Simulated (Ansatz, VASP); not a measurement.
AlB2N3 in VASP and in Ansatz

```xyz
12
Lattice="2.7702 0.0000 0.0000 -1.3851 2.3991 0.0000 0.0000 0.0000 20.9343" Properties=species:S:1:pos:R:3 pbc="T T T"
Al    0.0000    1.5994   15.7008
Al    1.3851    0.7997    5.2336
B     0.0000    1.5994    1.9083
B     0.0000    1.5994    8.5589
B     1.3851    0.7997   12.3754
B     1.3851    0.7997   19.0261
N     0.0000    1.5994    5.2336
N     0.0000    1.5994   12.3688
N     0.0000    1.5994   19.0327
N     1.3851    0.7997    1.9016
N     1.3851    0.7997    8.5655
N     1.3851    0.7997   15.7008
```

Alike in both runs: functional PBE; k mesh 6 × 6 × 1; occupations gaussian, width 0.1 eV; no spin polarisation.

Ansatz relaxed the structure, and its values are those at the end. VASP's run is a single point on that final structure, the one shown.

|  | VASP | Ansatz |
| --- | --- | --- |
| version | VASP 6.6.1 | Ansatz 0.2.0 |
| potentials or method | VASP PAW PBE potentials, release 64 (Al, B, N), cutoff 520 eV | scalar-relativistic, plane waves, PAW |
| valence electrons in the cell | 48 | 48 |

Ansatz gave:

* gap on the k mesh at the Fermi level (eV): 3.32
* least direct gap on the mesh (eV): 3.32
* pressure (GPa): 0.2
* rms of the force components (eV/Å): 0.004

Problem. Estimate VASP's values.

Solution. gap on the k mesh at the Fermi level (eV): 3.31; least direct gap on the mesh (eV): 3.31; pressure (GPa): 0.6; rms of the force components (eV/Å): 0.004.

With one functional, cell and mesh, what is left measures potentials, basis and numerics.

The k mesh is coarse, so the values compare programs but aren't converged.
